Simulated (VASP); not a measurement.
# Ta (Im-3m) in VASP: single point with LDA

Aim: the single point of Ta with LDA.

Everything below comes from runs of VASP 6.6.1. Logs are shortened: lines on timing, memory, paths and dates and some standing lists are left out, and cuts for length are marked.

## Step 1: The cell of the first run

The structure is cubic, space group Im-3m (No. 229). The conventional cell has a = 3.247 Å, b = 3.247 Å, c = 3.247 Å, α = 90.00°, β = 90.00°, γ = 90.00°. Ta (site symmetry m-3m) has 14 Ta at 2.81 to 3.25 Å within 3.7 Å.

## Step 2: Single point, LDA

Input file INCAR:

```
SYSTEM = Ta
PREC = Accurate ; ENCUT = 500
EDIFF = 1E-6 ; ISMEAR = 0
SIGMA = 0.1 ; LREAL = .FALSE.
LASPH = .TRUE. ; NELM = 120
ALGO = Normal ; ISIF = 2
LWAVE = .FALSE. ; LCHARG = .TRUE.
GGA = CA ; LELF = .TRUE.
LVHAR = .TRUE. ; NBANDS = 12
GGA_COMPAT = .FALSE.
```

Input file KPOINTS:

```
regular mesh
0
G
  8 8 8
  0 0 0
```

Input file POSCAR:

```
Ta
1.0
   -1.6234849722      1.6234849722      1.6234849722
    1.6234849722     -1.6234849722      1.6234849722
    1.6234849722      1.6234849722     -1.6234849722
Ta
1
Direct
    0.0000000000      0.0000000000      0.0000000000
```

Potentials or basis: VASP PAW LDA potentials, release 64 (Ta_sv_GW).

The run is started by

```bash
$ cat potpaw_LDA.64/Ta_sv_GW/POTCAR > POTCAR
$ mpirun -np 1 vasp_std > vasp.out
```

OUTCAR:

```text
SYSTEM = Ta
   PREC = Accurate
   ENCUT = 500
   EDIFF = 1E-6
   ISMEAR = 0
   LREAL = .FALSE.
   LASPH = .TRUE.
   NELM = 120
   ISIF = 2
   GGA = CA

 ion  position               nearest neighbor table
   1  0.000  0.000  0.000-

  LATTYP: Found a body centered cubic cell.
 ALAT       =     3.2469699444

  Lattice vectors:

 A1 = (  -1.6234849722,   1.6234849722,   1.6234849722)
 A2 = (   1.6234849722,  -1.6234849722,   1.6234849722)
 A3 = (   1.6234849722,   1.6234849722,  -1.6234849722)

Analysis of symmetry for initial positions (statically):
=====================================================================
 Subroutine PRICEL returns:
 Original cell was already a primitive cell.

 Routine SETGRP: Setting up the symmetry group for a
 body centered cubic supercell.

 Subroutine GETGRP returns: Found 48 space group operations
 (whereof 48 operations were pure point group operations)
 out of a pool of 48 trial point group operations.

The static configuration has the point symmetry O_h .

Analysis of symmetry for dynamics (positions and initial velocities):
=====================================================================
 Subroutine PRICEL returns:
 Original cell was already a primitive cell.

 Routine SETGRP: Setting up the symmetry group for a
 body centered cubic supercell.

 Subroutine GETGRP returns: Found 48 space group operations
 (whereof 48 operations were pure point group operations)
 out of a pool of 48 trial point group operations.

The dynamic configuration has the point symmetry O_h .

 Subroutine INISYM returns: Found 48 space group operations
 (whereof 48 operations are pure point group operations),
 and found     1 'primitive' translations

----------------------------------------------------------------------------------------

                                     Primitive cell

  volume of cell :      17.1161

  direct lattice vectors                    reciprocal lattice vectors
    -1.623484972  1.623484972  1.623484972     0.000000000  0.307979445  0.307979445
     1.623484972 -1.623484972  1.623484972     0.307979445  0.000000000  0.307979445
     1.623484972  1.623484972 -1.623484972     0.307979445  0.307979445  0.000000000

  length of vectors
     2.811958457  2.811958457  2.811958457     0.435548707  0.435548707  0.435548707

  position of ions in fractional coordinates (direct lattice)
     0.000000000  0.000000000  0.000000000

  ion indices of the primitive-cell ions
   primitive index   ion index
                 1           1

----------------------------------------------------------------------------------------

 KPOINTS: regular mesh

Automatic generation of k-mesh.
 Grid dimensions read from file:
 generate k-points for:    8    8    8

 Generating k-lattice:

  Cartesian coordinates                     Fractional coordinates (reciprocal lattice)
     0.000000000  0.038497431  0.038497431     0.125000000  0.000000000  0.000000000
     0.038497431  0.000000000  0.038497431     0.000000000  0.125000000  0.000000000
     0.038497431  0.038497431  0.000000000     0.000000000  0.000000000  0.125000000

  Length of vectors
     0.054443588  0.054443588  0.054443588

  Shift w.r.t. Gamma in fractional coordinates (k-lattice)
     0.000000000  0.000000000  0.000000000

 Subroutine IBZKPT returns following result:
 ===========================================

 Found     29 irreducible k-points:

 Following reciprocal coordinates:
            Coordinates               Weight
  0.000000  0.000000  0.000000      1.000000
  0.125000  0.000000  0.000000     12.000000
  0.250000  0.000000  0.000000     12.000000
  0.375000  0.000000  0.000000     12.000000
  0.500000  0.000000  0.000000      6.000000
  0.125000  0.125000  0.000000     24.000000
[... 16 lines left out ...]
 -0.250000  0.250000  0.250000      6.000000
 -0.375000  0.375000  0.250000     24.000000
 [... further k-points ...]
   k-points           NKPTS =     29   k-points in BZ     NKDIM =     29   number of bands    NBANDS=     12
   number of dos      NEDOS =    301   number of ions     NIONS =      1
   total plane-waves  NPLWV =  13824
   dimension x,y,z NGX =    24 NGY =   24 NGZ =   24
   dimension x,y,z NGXF=    48 NGYF=   48 NGZF=   48
   ions per type =               1
   NGX,Y,Z   is equivalent  to a cutoff of  14.19, 14.19, 14.19 a.u.
   NGXF,Y,Z  is equivalent  to a cutoff of  28.38, 28.38, 28.38 a.u.
 SYSTEM =  Ta
   PREC   = accura    normal or accurate (medium, high low for compatibility)
   ISTART =      0    job   : 0-new  1-cont  2-samecut
   ICHARG =      2    charge: 1-file 2-atom 10-const
   ISPIN  =      1    spin polarized calculation?
   LNONCOLLINEAR =      F non collinear calculations
   LSORBIT =      F    spin-orbit coupling
   LASPH  =      T    aspherical Exc in radial PAW
   ENCUT  =  500.0 eV  36.75 Ry    6.06 a.u.   5.13  5.13  5.13*2*pi/ulx,y,z
   NELM   =    120;   NELMIN=  2; NELMDL= -5     # of ELM steps
   EDIFF  = 0.1E-05   stopping-criterion for ELM
   LREAL  =      F    real-space projection
   EDIFFG = 0.1E-04   stopping-criterion for IOM
   NSW    =      0    number of steps for IOM
   IBRION =     -1    ionic relax: 0-MD 1-quasi-New 2-CG
   NFREE  =      0    steps in history (QN), initial steepest desc. (CG)
   ISIF   =      2    stress and relaxation
   ISYM   =      2    0-nonsym 1-usesym 2-fastsym
   POTIM  = 0.5000    time-step for ionic-motion
   TEBEG  =    0.0;   TEEND  =   0.0 temperature during run
   PSTRESS=    0.0 pullay stress
   NELECT =      13.0000    total number of electrons
   NUPDOWN=      -1.0000    fix difference up-down
   EMIN   =  10.00;   EMAX   =-10.00  energy-range for DOS
   EFERMI =   0.00;   METHOD = LEGACY
   ISMEAR =     0;   SIGMA  =   0.10  broadening in eV -4-tet -1-fermi 0-gaus
   EFERMI_NEDOS =   21; number of points for ismear=-14 and -15
   IALGO  =     38    algorithm
   IMIX   =      4    mixing-type and parameters
     AMIX     =   0.40;   BMIX     =  1.00
     AMIX_MAG =   1.60;   BMIX_MAG =  1.00
  volume/ion in A,a.u.               =      17.12       115.51
  Fermi-wavevector in a.u.,A,eV,Ry     =   1.493669  2.822625 30.355235  2.231047
  Thomas-Fermi vector in A             =   2.606040
   LORBIT       =      0    0 simple, 1 ext, 2 COOP (PROOUT), +10 PAW based schemes
   GGA     = CA    functional components
   LHFCALC =     F    Hartree Fock is set to
   AEXX    =    0.0000 exact exchange contribution
   IVDW    =     0    specifies the selected vdW correction
   LEPSILON=     F    determine dielectric tensor
   LRPA    =     F    only Hartree local field effects (RPA)
 non-spin polarized calculation
 Gauss-broadening in eV      SIGMA  =   0.10
  energy-cutoff  :      500.00
  volume of cell :       17.12
 maximum number of plane-waves:       466
 NGX is ok and might be reduce to    24
   NGX = 11   NGY = 11   NGZ = 11

 number of electron      13.0000001 magnetization

 Free energy of the ion-electron system (eV)
  ---------------------------------------------------
  ext. energy  EPLUGINS =         0.00000000
  ---------------------------------------------------
  free energy    TOTEN  =       -15.35573372 eV

  energy without entropy =      -15.35201145  energy(sigma->0) =      -15.35387259

 E-fermi :  10.8166     XC(G=0): -13.5506

 val. band max:       10.7616024438   @ k =   0.2500   0.0000   0.0000
 cond. band min:      10.8469021084   @ k =  -0.2500   0.2500   0.1250
 fundamental gap:      0.0852996647
 Fermi energy:        10.8166466946

 k-point     1 :       0.0000    0.0000    0.0000
  band No.  band energies     occupation
      1     -55.7770      2.00000
      2     -21.8192      2.00000
      3     -21.8192      2.00000
      4     -21.8192      2.00000
      5       2.8679      2.00000
      6      11.5515      0.00000
      7      11.5515      0.00000
      8      11.5515      0.00000
      9      14.9921      0.00000
     10      14.9921      0.00000
     11      25.7619      0.00000
     12      25.7619      0.00000

 k-point     2 :       0.1250    0.0000    0.0000
  band No.  band energies     occupation
      1     -55.7554      2.00000
      2     -22.0428      2.00000
      3     -21.8876      2.00000
      4     -21.8206      2.00000
      5       3.5879      2.00000
      6      11.1045      0.00005
      7      11.3705      0.00000
      8      12.2787      0.00000
      9      14.4176      0.00000
     10      15.0044      0.00000
     11      26.3448      0.00000
     12      26.9875      0.00000

 k-point     3 :       0.2500    0.0000    0.0000
  band No.  band energies     occupation
      1     -55.7030      2.00000
      2     -22.5567      2.00000
      3     -22.0491      2.00000
      4     -21.8243      2.00000
      5       5.2563      2.00000
      6      10.1897      2.00000
      7      10.7616      1.56369
      8      14.3358      0.00000
      9      14.3846      0.00000
     10      15.1900      0.00000
     11      26.1931      0.00000
     12      28.2407      0.00000
[... 286 lines left out ...]
 k-point    23 :      -0.2500    0.2500    0.2500
  band No.  band energies     occupation
      1     -55.6386      2.00000
      2     -22.5848      2.00000
      3     -22.2994      2.00000
      4     -22.2994      2.00000
      5       7.2454      2.00000
      6       9.7560      2.00000
      7      12.1637      0.00000
      8      12.1637      0.00000
      9      14.1648      0.00000
     10      16.1635      0.00000
     11      25.8751      0.00000
     12      31.1727      0.00000

 k-point    24 :      -0.3750    0.3750    0.2500
  band No.  band energies     occupation
      1     -55.5928      2.00000
      2     -22.8704      2.00000
      3     -22.4691      2.00000
      4     -22.3431      2.00000
      5       7.9889      2.00000
      6       8.7361      2.00000
      7      12.1690      0.00000
      8      12.9051      0.00000
      9      16.5633      0.00000
     10      16.7792      0.00000
     11      25.6160      0.00000
     12      27.9923      0.00000

 [... further k-points ...]

------------------------ aborting loop because EDIFF is reached ----------------------------------------

  FORCE on cell =-STRESS in cart. coord.  units (eV):
  Direction    XX          YY          ZZ          XY          YZ          ZX
  --------------------------------------------------------------------------------------
  -------------------------------------------------------------------------------------
  Total       -0.0579606     -0.0579606     -0.0579606     -0.0000000     -0.0000000      0.0000000
  in kB       -5.4254898     -5.4254898     -5.4254898     -0.0000000     -0.0000000      0.0000000
  external PRESSURE =      -5.4254898 kB  Pullay stress =       0.0000000 kB

 VOLUME and BASIS-vectors are now :
 -----------------------------------------------------------------------------
  energy-cutoff  :      500.00
  volume of cell :       17.12
      direct lattice vectors                 reciprocal lattice vectors
    -1.623484972  1.623484972  1.623484972     0.000000000  0.307979445  0.307979445
     1.623484972 -1.623484972  1.623484972     0.307979445  0.000000000  0.307979445
     1.623484972  1.623484972 -1.623484972     0.307979445  0.307979445  0.000000000

 POSITION                                       TOTAL-FORCE (eV/Angst)
 -----------------------------------------------------------------------------------
      0.00000      0.00000      0.00000        -0.000000     -0.000000      0.000000
 -----------------------------------------------------------------------------------
    total drift:                               -0.000000      0.000000      0.000000

  FREE ENERGIE OF THE ION-ELECTRON SYSTEM (eV)
  ---------------------------------------------------
  free  energy   TOTEN  =       -15.3557337191 eV

  energy  without entropy=      -15.3520114542  energy(sigma->0) =      -15.35387259
```

Wall time 4.2 s (1 thread of AMD EPYC 9R45 (Zen 5), shared host); peak memory 0.1 GiB.

What came out:

| Property | Result |
| --- | --- |
| Free energy | -15.3557 eV |
| Pressure | -0.5 GPa |
| Band gap on the k mesh | zero (an odd number of electrons rules out a gap without spin polarisation) |

Caveat: spin-orbit coupling is left out, which moves the levels of the heavy elements.

The gap in the log of VASP goes by the Fermi energy; the results here count the filled bands.